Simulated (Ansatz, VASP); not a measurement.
**MgC2 in VASP and in Ansatz**

```
Mg C
1.0
     3.95078    0.00000    0.00000
     0.00000    3.95078    0.00000
     0.00000    0.00000    4.98709
Mg C
2 4
Direct
  0.00000 0.00000 0.50000
  0.50000 0.50000 0.00000
  0.38766 0.61235 0.50000
  0.11235 0.11235 0.00000
  0.61235 0.38766 0.50000
  0.88765 0.88765 0.00000
```

Alike in both runs: task relaxation of cell and atoms; functional LDA; k mesh 5 × 5 × 5; occupations fermi-dirac, width 0.05 eV; no spin polarisation.

|  | VASP | Ansatz |
| --- | --- | --- |
| version | VASP 6.6.1 | Ansatz 0.2.0 |
| potentials or method | VASP PAW LDA potentials, release 64 (Mg, C) | Ansatz PAW |
| plane-wave cutoff (eV) | 600 | 420 |
| valence electrons in the cell | 20 | 36 |

Ansatz gave:

```
gap on the k mesh at the Fermi level, each at its own relaxed structure (eV)  : 2.34
relaxed volume (Å³/atom)                                                      : 12.17
relaxed length of the cell vector where the two differ most in proportion (Å) : 4.841
```

**Question.** Which values does VASP return?

**Answer.** gap on the k mesh at the Fermi level, each at its own relaxed structure (eV): 2.29; relaxed volume (Å³/atom): 12.07; relaxed length of the cell vector where the two differ most in proportion (Å): 4.817.

LDA's correlation is that of Perdew and Zunger in VASP and of Perdew and Wang (1992) in Ansatz. VASP's potentials hold 20 valence electrons a cell and Ansatz's 36, so a difference there can come from the potentials and not from the codes.

Noted on Ansatz's run: odd divisions of the mesh miss points on the zone boundary, where band edges often lie, so the gap on the mesh can be too wide; the plane-wave basis is chosen anew once the cell has moved, so the energies of steps on either side of that aren't comparable.
